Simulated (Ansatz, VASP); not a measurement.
# One calculation of Cs2AgBiBr6, two programs

INCAR

```
ALGO     = Normal         # electronic algorithm
EDIFF    = 1E-7           # SCF threshold, eV
ENCUT    = 520            # plane-wave cutoff, eV
GGA      = CA             # functional
ISIF     = 2              # what is computed and relaxed
ISMEAR   = -1             # smearing method
LASPH    = True           # aspherical terms in the spheres
LCHARG   = False          # write CHGCAR
LDAU     = True           # DFT+U
LDAUJ    = 0 0 0 0      
LDAUL    = -1 -1 2 -1     # shell
LDAUPRINT= 1            
LDAUTYPE = 2            
LDAUU    = 0 0 1 0        # U, eV
LMAXMIX  = 4              # l up to which the mixer works
LREAL    = False          # projectors in reciprocal space
LWAVE    = False          # write WAVECAR
NBANDS   = 54             # bands
NELM     = 150            # most SCF steps
PREC     = Accurate       # precision mode
SIGMA    = 0.05           # smearing width, eV
```

File KPOINTS:

```
k-points
0
Gamma
  4 4 4
```

The input POSCAR:

```
Cs2AgBiBr6
1.0
    0.0000000000      5.6161000000      5.6161000000
    5.6161000000      0.0000000000      5.6161000000
    5.6161000000      5.6161000000      0.0000000000
Bi Cs Ag Br
1 2 1 6
Direct
    0.0000000000      0.0000000000      0.0000000000
    0.7500000000      0.7500000000      0.7500000000
    0.2500000000      0.2500000000      0.2500000000
    0.5000000000      0.5000000000      0.5000000000
    0.7494500000      0.7494500000      0.2505500000
    0.2505500000      0.2505500000      0.7494500000
    0.7494500000      0.2505500000      0.2505500000
    0.7494500000      0.2505500000      0.7494500000
    0.2505500000      0.7494500000      0.7494500000
    0.2505500000      0.7494500000      0.2505500000
```

File input.yaml:

```yaml
crystal:
  lattice:
    - [0.0, 5.6161, 5.6161]
    - [5.6161, 0.0, 5.6161]
    - [5.6161, 5.6161, 0.0]
  atoms:
    - { symbol: Bi, position: [0.0, 0.0, 0.0] }
    - { symbol: Cs, position: [0.75, 0.75, 0.75] }
    - { symbol: Cs, position: [0.25, 0.25, 0.25] }
    - { symbol: Ag, position: [0.5, 0.5, 0.5] }
    - { symbol: Br, position: [0.74945, 0.74945, 0.25055] }
    - { symbol: Br, position: [0.25055, 0.25055, 0.74945] }
    - { symbol: Br, position: [0.74945, 0.25055, 0.25055] }
    - { symbol: Br, position: [0.74945, 0.25055, 0.74945] }
    - { symbol: Br, position: [0.25055, 0.74945, 0.74945] }
    - { symbol: Br, position: [0.25055, 0.74945, 0.25055] }
hamiltonian:
  xc: lda
  pseudopotentials: { kind: paw }
  hubbard: { sites: [{ species: Ag, l: d, u_eff: 1.0 }] }
kpoints:
  mp_grid: { grid: [4, 4, 4] }
  band_path:
    path:
      - [[0.0, 0.0, 0.0], [0.5, 0.0, 0.5], [0.5, 0.25, 0.75], [0.375, 0.375, 0.75], [0.0, 0.0, 0.0], [0.5, 0.5, 0.5], [0.625, 0.25, 0.625], [0.5, 0.25, 0.75], [0.5, 0.5, 0.5], [0.375, 0.375, 0.75]]
      - [[0.625, 0.25, 0.625], [0.5, 0.0, 0.5]]
    npoints: 10
scf:
  occupations: { method: fermi_dirac, width: 0.05 }
  n_extra_bands: 25
output:
  forces: true
  stress: true
  eigenvalues: true
  fatbands: false
  write_density: true
  write_potential: true
  elf: true
  volumetric_format: npy
```

Alike in both runs: functional LDA; k mesh 4 × 4 × 4; occupations fermi-dirac, width 0.05 eV; no spin polarisation; Hubbard terms Ag d U = 1.0 eV.

|  | VASP | Ansatz |
| --- | --- | --- |
| version | VASP 6.6.1 | Ansatz 0.2.0 |
| potentials or method | VASP PAW LDA potentials, release 64 (Bi_d, Cs_sv, Ag, Br) | Ansatz PAW |
| plane-wave cutoff (eV) | 520 | 420 |
| valence electrons in the cell | 86 | 94 |
| task | single point | band structure |

Ansatz gave:

```
gap on the k mesh at the Fermi level (eV) : 1.19
least direct gap on the mesh (eV)         : 2.41
pressure (GPa)                            : -1.4
rms of the force components (eV/Å)        : 0.134
```

Question: Estimate VASP's values.

Answer: gap on the k mesh at the Fermi level (eV): 1.20; least direct gap on the mesh (eV): 2.41; pressure (GPa): -1.4; rms of the force components (eV/Å): 0.148.

LDA's correlation is that of Perdew and Zunger in VASP and of Perdew and Wang (1992) in Ansatz. The programs project onto different local orbitals, so the same U acts differently, and such runs can settle in different states. Atom by atom the forces differ by 0.014 eV/Å (rms over components). VASP's potentials hold 86 valence electrons a cell and Ansatz's 94, so a difference there can come from the potentials and not from the codes.

Neither program's run includes spin-orbit coupling.
